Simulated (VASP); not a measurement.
# Ir (Fm-3m) in VASP: notebook, part 2 of 2

VASP 6.6.1. The steps go on from the part before.

## (3) Single point, PBEsol

File INCAR:

```
ALGO = Normal ; EDIFF = 1E-6
ENCUT = 560 ; GGA = PS
GGA_COMPAT = False ; ISIF = 2
ISMEAR = 0 ; LASPH = True
LCHARG = True ; LELF = True
LREAL = False ; LVHAR = True
LWAVE = False ; NBANDS = 14
NELM = 120 ; PREC = Accurate
SIGMA = 0.1
```

File KPOINTS:

```
k-points
0
Gamma
  15 15 15
```

File POSCAR:

```
Ir
1.0
    2.7083818991      0.0000000000      0.0000000000
   -1.3541909495      2.3455275278      0.0000000000
    1.3541909495      0.7818425093      2.2113845605
Ir
1
Direct
    0.0000000000      0.0000000000      0.0000000000
```

Potentials or basis: VASP PAW PBE potentials, release 64 (Ir_sv_GW).

Command:

```bash
cat potpaw_PBE.64/Ir_sv_GW/POTCAR > POTCAR
mpirun -np 1 vasp_std > vasp.out
```

It took 22 s on 1 thread of Intel Xeon Platinum 8259CL at 2.50GHz (Skylake/Cascade Lake), shared host; peak memory 0.16 GiB.

The run converged. Its results:

| Quantity | Value |
| --- | --- |
| Free energy | -10.4071 eV |
| Pressure | -2.0 GPa |
| Band gap on the k mesh | zero (an odd number of electrons rules out a gap without spin polarisation) |

Levels at points of the mesh, in eV from the Fermi level:
```tsv
k point	band 5	band 6	band 7	band 8	band 9	band 10	band 11	band 12
(0.00, 0.00, 0.00)	-11.31	-4.00	-4.00	-4.00	-1.26	-1.26	13.51	19.05
```

Caveat: the PAW data sets were made with another functional, which shifts forces and pressure a little; spin-orbit coupling is left out, which moves the levels of the heavy elements.

## (4) Single point, PBEsol

File INCAR:

```
SYSTEM = Ir
  PREC = Accurate
  ENCUT = 560
  EDIFF = 1E-6
  ISMEAR = 0
  SIGMA = 0.1
  LREAL = .False.
  LASPH = .True.
  NELM = 120
  ALGO = Normal
  ISIF = 2
  LWAVE = .False.
  LCHARG = .False.
  GGA = PS
  ISYM = 0
  NBANDS = 14
  GGA_COMPAT = .False.
```

File KPOINTS:

```
Automatic mesh
0
Gamma
  13 13 18
  0 0 0
```

File POSCAR:

```
Ir
1.0
    2.7083818992      0.0000000000      0.0000000000
    0.0000000000      2.7083818992      0.0000000000
    1.3541909496      1.3541909496      1.9151152069
Ir
1
Direct
    0.0000000000      0.0000000000      0.0000000000
```

Potentials or basis: VASP PAW PBE potentials, release 64 (Ir_sv_GW).

Command:

```bash
cat potpaw_PBE.64/Ir_sv_GW/POTCAR > POTCAR
mpirun -np 1 vasp_std > vasp.out
```

OUTCAR:

```text
SYSTEM = Ir
   PREC = Accurate
   ENCUT = 560
   EDIFF = 1E-6
   ISMEAR = 0
   LREAL = .False.
   LASPH = .True.
   NELM = 120
   ISIF = 2
   GGA = PS
   ISYM = 0

 ion  position               nearest neighbor table
   1  0.000  0.000  0.000-

IMPORTANT INFORMATION: All symmetrisations will be switched off!
NOSYMM: (Re-)initialisation of all symmetry stuff for point group C_1.

----------------------------------------------------------------------------------------

                                     Primitive cell

  volume of cell :      14.0480

  direct lattice vectors                    reciprocal lattice vectors
     2.708381899  0.000000000  0.000000000     0.369224148  0.000000000 -0.261080899
     0.000000000  2.708381899  0.000000000     0.000000000  0.369224148 -0.261080899
     1.354190950  1.354190950  1.915115207     0.000000000  0.000000000  0.522161798

  length of vectors
     2.708381899  2.708381899  2.708381899     0.452205382  0.452205382  0.522161798

  position of ions in fractional coordinates (direct lattice)
     0.000000000  0.000000000  0.000000000

  ion indices of the primitive-cell ions
   primitive index   ion index
                 1           1

[... 159 lines left out ...]
      9      11.6753      2.00000
     10      11.6814      2.00000
     11      26.4382      0.00000
     12      31.9814      0.00000
     13      31.9822      0.00000
     14      31.9866      0.00000
[... 377 lines left out ...]
      1     -80.1245      2.00000
      2     -37.0437      2.00000
      3     -36.7493      2.00000
      4     -36.6167      2.00000
      5       5.0671      2.00000
      6       7.8870      2.00000
      7       8.9975      2.00000
      8       9.9966      2.00000
      9      10.9923      2.00000
     10      13.8428      0.00000
     11      26.0643      0.00000
     12      29.6308      0.00000
     13      31.4481      0.00000
     14      33.6009      0.00000

 [... further k-points ...]

------------------------ aborting loop because EDIFF is reached ----------------------------------------

  FORCE on cell =-STRESS in cart. coord.  units (eV):
  Direction    XX          YY          ZZ          XY          YZ          ZX
  --------------------------------------------------------------------------------------
  -------------------------------------------------------------------------------------
  Total       -0.1771528     -0.1771519     -0.1332626     -0.0060160     -0.0076548     -0.0076552
  in kB      -20.2043007    -20.2042042    -15.1986175     -0.6861230     -0.8730265     -0.8730736
  external PRESSURE =     -18.5357075 kB  Pullay stress =       0.0000000 kB

 VOLUME and BASIS-vectors are now :
 -----------------------------------------------------------------------------
  energy-cutoff  :      560.00
  volume of cell :       14.05
      direct lattice vectors                 reciprocal lattice vectors
     2.708381899  0.000000000  0.000000000     0.369224148  0.000000000 -0.261080899
     0.000000000  2.708381899  0.000000000     0.000000000  0.369224148 -0.261080899
     1.354190950  1.354190950  1.915115207     0.000000000  0.000000000  0.522161798

 POSITION                                       TOTAL-FORCE (eV/Angst)
 -----------------------------------------------------------------------------------
      0.00000      0.00000      0.00000         0.000000      0.000000     -0.000000
 -----------------------------------------------------------------------------------
    total drift:                                0.000000      0.000000     -0.000000

  FREE ENERGIE OF THE ION-ELECTRON SYSTEM (eV)
  ---------------------------------------------------
  free  energy   TOTEN  =       -10.4005411074 eV

  energy  without entropy=      -10.3959022587  energy(sigma->0) =      -10.39822168
```

OSZICAR:

```text
N       E                     dE             d eps       ncg     rms          rms(c)
DAV:   1     0.116464624615E+03    0.11646E+03   -0.11930E+04 43682   0.134E+03
DAV:   2    -0.987557073699E+01   -0.12634E+03   -0.12125E+03 53560   0.406E+02
DAV:   3    -0.116356290535E+02   -0.17601E+01   -0.17544E+01 47008   0.452E+01
DAV:   4    -0.116384320068E+02   -0.28030E-02   -0.28029E-02 50740   0.218E+00
DAV:   5    -0.116384376957E+02   -0.56889E-05   -0.56894E-05 47284   0.938E-02    0.748E+01
DAV:   6    -0.105123191412E+02    0.11261E+01   -0.14883E+00 44698   0.130E+01    0.407E+01
DAV:   7    -0.104202869970E+02    0.92032E-01   -0.45526E-01 49018   0.669E+00    0.741E+00
DAV:   8    -0.104006966804E+02    0.19590E-01   -0.70464E-02 43024   0.331E+00    0.802E-01
DAV:   9    -0.104006817186E+02    0.14962E-04   -0.86160E-04 47740   0.347E-01    0.315E-01
DAV:  10    -0.104005421054E+02    0.13961E-03   -0.22749E-04 46486   0.221E-01    0.257E-01
DAV:  11    -0.104005410410E+02    0.10644E-05   -0.55770E-06 48622   0.309E-02    0.486E-02
DAV:  12    -0.104005411074E+02   -0.66386E-07   -0.19683E-07 22394   0.499E-03
   1 F= -.10400541E+02 E0= -.10398222E+02  d E =-.463885E-02
```

Run time: 3 min. Hardware: 1 thread of Intel Xeon Platinum 8375C at 2.90GHz (Ice Lake), shared host; peak memory 0.45 GiB.

Results:

- Free energy: -10.4005 eV
- Pressure: -1.9 GPa
- Band gap on the k mesh: zero (an odd number of electrons rules out a gap without spin polarisation)

Levels at points of the mesh, in eV from the Fermi level:
```
           k point  band 5  band 6  band 7  band 8  band 9  band 10  band 11  band 12
(0.00, 0.00, 0.00)  -11.25   -3.94   -3.93   -3.93   -1.19    -1.19    13.57    19.11
(0.00, 0.00, 0.50)   -8.01   -7.44    0.90    1.51    1.51     1.65    10.59    11.48
```

Caveat: the PAW data sets were made with another functional, which shifts forces and pressure a little; spin-orbit coupling is left out, which moves the levels of the heavy elements.

## (5) The runs side by side

| cell | k mesh | smearing | gap on the mesh (eV) | pressure (GPa) |
| --- | --- | --- | --- | --- |
| a = 2.708 Å, angles 60.0°, 1 atom | 16 × 16 × 16 | gaussian 0.15 eV | none | -1.5 |
| a = 2.708 Å, angles 90.0, 60.0, 120.0°, 1 atom | 15 × 15 × 15 | gaussian 0.1 eV | none | -2.0 |
| a = 2.708 Å, angles 60.0, 60.0, 90.0°, 1 atom | 13 × 13 × 18 | gaussian 0.1 eV | none | -1.9 |

Alike in all rows: task single point; level PBEsol; potentials or basis VASP PAW PBE potentials, release 64 (Ir_sv_GW); no spin polarisation; cutoff (eV) 560.

Caveats: the PAW data sets were made with another functional, which shifts forces and pressure a little; spin-orbit coupling is left out, which moves the levels of the heavy elements.

Total energies depend on the potentials used, so only differences within one code and one set of settings carry meaning.
